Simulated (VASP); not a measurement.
A run of VASP 6.6.1 is set up as follows.

File INCAR:

```
  PREC = Accurate
  ENCUT = 520
  EDIFF = 1E-7
  ISMEAR = 0
  SIGMA = 0.2
  LREAL = F
  LASPH = T
  NELM = 60
  ALGO = Normal
  ISIF = 2
  LWAVE = F
  LCHARG = F
  GGA = PS
  NBANDS = 11
```

The input KPOINTS:

```
regular mesh
0
Gamma
  15 15 4
```

POSCAR

```
C
1.0
    2.4561700000      0.0000000000      0.0000000000
   -1.2280850000      2.1271060000      0.0000000000
    0.0000000000      0.0000000000      8.5238030000
C
2
Direct
    0.3333333333      0.6666666667      0.0000000000
    0.6666666667      0.3333333333      0.0000000000
```

Potentials or basis: VASP PAW PBE potentials, release 64 (C).

Command:

```sh
$ cat potpaw_PBE.64/C/POTCAR > POTCAR
$ mpirun -np 1 vasp_std > vasp.out
```

Problem. What does it give for the band gap on the k mesh?

Solution. Zero (filled and empty bands touch).
